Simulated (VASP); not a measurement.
## Ge8Se: single point with PBEsol

System: Ge8Se, a slab with vacuum.

```
Ge Se
1.0
     4.01337    0.00000    0.00000
     0.00000    5.67576    0.00000
     0.00000    0.00000   25.02005
Ge Se
8 1
Direct
  0.50000 0.00000 0.33973
  0.00000 0.25000 0.33973
  0.00000 0.50000 0.41993
  0.50000 0.75000 0.41993
  0.50000 0.99788 0.50152
  0.00000 0.25246 0.50089
  0.00000 0.45671 0.59013
  0.50000 0.81342 0.59430
  0.00000 0.07410 0.63796
```

* Program: VASP 6.6.1
* Task: single point
* Functional: PBEsol
* Potentials or basis: VASP PAW PBE potentials, release 64 (Ge_d, Se)
* Cutoff: 520 eV
* k mesh: 7 × 5 × 1
* Occupations: gaussian, width 0.1 eV
* Spin: no spin polarisation
* Dipole correction: yes
* Further INCAR settings: ALGO = Normal; EDIFF = 1e-06; NBANDS = 69

| Property | Result |
| --- | --- |
| Largest force | 0.282 eV/Å |
| Band gap on the k mesh | zero (bands 59 and 60 overlap by 0.42 eV) |

Forces on the atoms (eV/Å):
```
Ge   0.000  0.261 -0.107
Ge   0.000 -0.280  0.037
Ge   0.000 -0.134 -0.054
Ge   0.000  0.153  0.120
Ge   0.000  0.000  0.008
Ge   0.000 -0.005 -0.007
Ge   0.000  0.015  0.002
Ge   0.000 -0.005 -0.003
Se   0.000 -0.005  0.004
```

Levels at points of the mesh, in eV from the Fermi level:
| k point | band 57 | band 58 | band 59 | band 60 | band 61 | band 62 |
| --- | --- | --- | --- | --- | --- | --- |
| (0.00, 0.00, 0.00) | -0.75 | 0.01 | 0.05 | 0.89 | 1.50 | 1.52 |

Wall time 12 min on 1 thread of AMD EPYC 7R13 Processor (Zen 3), with other jobs on the host, peak memory 0.69 GiB.

Caveat: the PAW data sets were made with another functional, which shifts forces and pressure a little.
